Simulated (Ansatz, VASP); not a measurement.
One calculation of C, two programs

```
C
1.0
     2.13485   -1.23254   -0.00836
     2.13485    1.23254   -0.00836
    -1.39771    0.00000    3.36327
C
2
Direct
  0.83341 0.83341 0.00024
  0.16659 0.16659 0.99976
```

Alike in both runs: functional PBE; dispersion D3(BJ); k mesh 12 × 12 × 6; occupations gaussian, width 0.02 eV; no spin polarisation.

Ansatz relaxed the structure, and its values are those at the end. VASP's run is a single point on that final structure, the one shown.

|  | VASP | Ansatz |
| --- | --- | --- |
| version | VASP 6.6.1 | Ansatz 0.2.0 |
| potentials or method | VASP PAW PBE potentials, release 64 (C), cutoff 520 eV | scalar-relativistic, plane waves, PAW |
| valence electrons in the cell | 8 | 8 |

|  | VASP | Ansatz | Ansatz less VASP |
| --- | --- | --- | --- |
| gap on the k mesh at the Fermi level (eV) | 0.64 | 0.64 | -0.001 |
| least direct gap on the mesh (eV) | 0.65 | 0.65 | -0.001 |
| pressure (GPa) | 0.4 | 0.0 | -0.46 |
